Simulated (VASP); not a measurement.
AlNi:

```xyz
2
Lattice="2.8810 0.0000 0.0000 0.0000 2.8810 0.0000 0.0000 0.0000 2.8810" Properties=species:S:1:pos:R:3 pbc="T T T"
Ni    1.4405    1.4405    1.4405
Al    0.0000    0.0000    0.0000
```

```yaml
Program: VASP 6.6.1
Task: relaxation of cell and atoms
Functional: LDA
Potentials_or_basis: VASP PAW LDA potentials, release 64 (Ni, Al)
Cutoff: 600 eV
k_mesh: 9 × 9 × 9
Occupations: fermi-dirac, width 0.05 eV
Spin: collinear spin, ferromagnetic start
Starting_moments: "[1.0, 0.0] μB"
```

At the start: pressure -8.3 GPa; volume 11.96 Å³/atom.

Q: How do energy, volume and symmetry change on relaxing?

A: Over 3 steps the energy falls by 15.9 meV/atom and the volume is 11.38 Å³/atom (-4.9 %); space group Pm-3m (No. 221, to 0.05 Å); moment 0.00 μB per cell.

Step by step:
```csv
step,energy change (eV),largest force (eV/Å),pressure (GPa),volume (Å³)
1,0.0000,0.0000,-8.31,23.91
2,-0.0088,0.0000,8.27,21.83
3,-0.0318,0.0000,-0.09,22.75
```

Final structure:
```xyz
2
Lattice="2.8336 0.0000 0.0000 0.0000 2.8336 0.0000 0.0000 0.0000 2.8336" Properties=species:S:1:pos:R:3 pbc="T T T"
Ni    1.4168    1.4168    1.4168
Al    0.0000    0.0000    0.0000
```
